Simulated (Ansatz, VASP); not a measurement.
**One calculation of Pt, two programs**

```
CELL_PARAMETERS angstrom
0.00000 1.95884 1.95884
1.95884 0.00000 1.95884
1.95884 1.95884 0.00000
ATOMIC_POSITIONS crystal
Pt 0.00000 0.00000 0.00000
```

Alike in both runs: functional PBEsol; k mesh 14 × 14 × 14; occupations fermi-dirac, width 0.05 eV; no spin polarisation.

Ansatz relaxed the structure, and its values are those at the end. VASP's run is a single point on that final structure, the one shown.

|  | VASP | Ansatz |
| --- | --- | --- |
| version | VASP 6.6.1 | Ansatz 0.2.0 |
| potentials or method | VASP PAW PBE potentials, release 64 (Pt), cutoff 500 eV | all-electron LAPW, scalar-relativistic |

Ansatz gave:

```
pressure (GPa) : 0.0
```

Task: Which values does VASP return?

Result: Pressure (GPa): -0.4.

VASP's potentials were made for PBE, not for PBEsol. Ansatz ran all-electron here, and VASP with PAW potentials.

Neither program's run includes spin-orbit coupling.
